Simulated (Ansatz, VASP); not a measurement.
One calculation of ZrB, two programs

```
Zr B
1.0
     0.00000    2.45158    2.45158
     2.45158    0.00000    2.45158
     2.45158    2.45158    0.00000
Zr B
1 1
Direct
  0.00000 0.00000 0.00000
  0.50000 0.50000 0.50000
```

Alike in both runs: functional PBE; k mesh 6 × 6 × 6; occupations gaussian, width 0.1 eV; no spin polarisation.

Ansatz relaxed the structure, and its values are those at the end. VASP's run is a single point on that final structure, the one shown.

|  | VASP | Ansatz |
| --- | --- | --- |
| version | VASP 6.6.1 | Ansatz 0.2.0 |
| potentials or method | VASP PAW PBE potentials, release 64 (Zr_sv, B), cutoff 500 eV | scalar-relativistic, plane waves, PAW |
| valence electrons in the cell | 15 | 15 |

Ansatz gave:

```
gap on the k mesh at the Fermi level (eV) : none
pressure (GPa)                            : 0.2
```

Problem. What did VASP give for the same quantities?

Solution. gap on the k mesh at the Fermi level (eV): none; pressure (GPa): 0.3.

A gap of «none» marks a metal or a gap that the smearing closes.

The k mesh is coarse, so the values compare programs but aren't converged.
